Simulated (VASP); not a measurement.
Wanted: the native input for a VASP 6.6.1 run.

| Quantity | Value |
| --- | --- |
| Task | relaxation of cell and atoms |
| Functional | LDA |
| Potentials or basis | VASP PAW LDA potentials, release 64 (Mg, Zn, O) |
| Cutoff | 600 eV |
| k mesh | 12 × 12 × 4 |
| Occupations | fermi-dirac, width 0.02 eV |
| Spin | no spin polarisation |
| Dipole correction | no |
| Further INCAR settings | ALGO = Normal; EDIFF = 1e-06; IBRION = 2; EDIFFG = -0.005; NSW = 80; ISIF = 3 |

The structure of MgZn2O3 lies in POSCAR:

```
MgZn2O3
1.0
    3.0479093965      0.0000000000      0.0000000000
   -1.5239546982      2.6395669658      0.0000000000
    0.0000000000      0.0000000000      7.4380249378
Mg Zn O
1 2 3
Direct
    0.0000000000      0.0000000000      0.0000000000
    0.3333333333      0.6666666667      0.6686375893
    0.6666666667      0.3333333333      0.3313624107
    0.3333333333      0.6666666667      0.1605454555
    0.6666666667      0.3333333333      0.8394545445
    0.0000000000      0.0000000000      0.5000000000
```

One way to write it, as run:

INCAR

```
PREC = Accurate ; ENCUT = 600
EDIFF = 1E-6 ; ISMEAR = -1
SIGMA = 0.02 ; LREAL = False
LASPH = True ; NELM = 60
ALGO = Normal ; ISIF = 3
LWAVE = False ; LCHARG = False
GGA = CA ; IBRION = 2
NSW = 80 ; EDIFFG = -0.005
```

KPOINTS

```
regular mesh
0
Gamma
  12 12 4
```

Potentials or basis: VASP PAW LDA potentials, release 64 (Mg, Zn, O).

Command:

```bash
$ cat potpaw_LDA.64/Mg/POTCAR potpaw_LDA.64/Zn/POTCAR potpaw_LDA.64/O/POTCAR > POTCAR
$ mpirun -np 1 vasp_std > vasp.out
```

It gave:

The relaxed volume is 9.22 Å³/atom. The relaxed cell is a = 2.970 Å, b = 2.970 Å, c = 7.238 Å, α = 90.00°, β = 90.00°, γ = 120.00°. The space group after relaxing (to 0.1 Å) is P-3m1 (No. 164). The energy gained by relaxing is 33.2 meV/atom, the ionic steps are 8 and the pressure after relaxing is 0.0 GPa. The band gap on the k mesh is 2.15 eV.

Run time: 3.1 min on 1 thread of Intel(R) Xeon(R) 6975P-C (Granite Rapids), with other jobs on the host, peak memory 0.25 GiB.
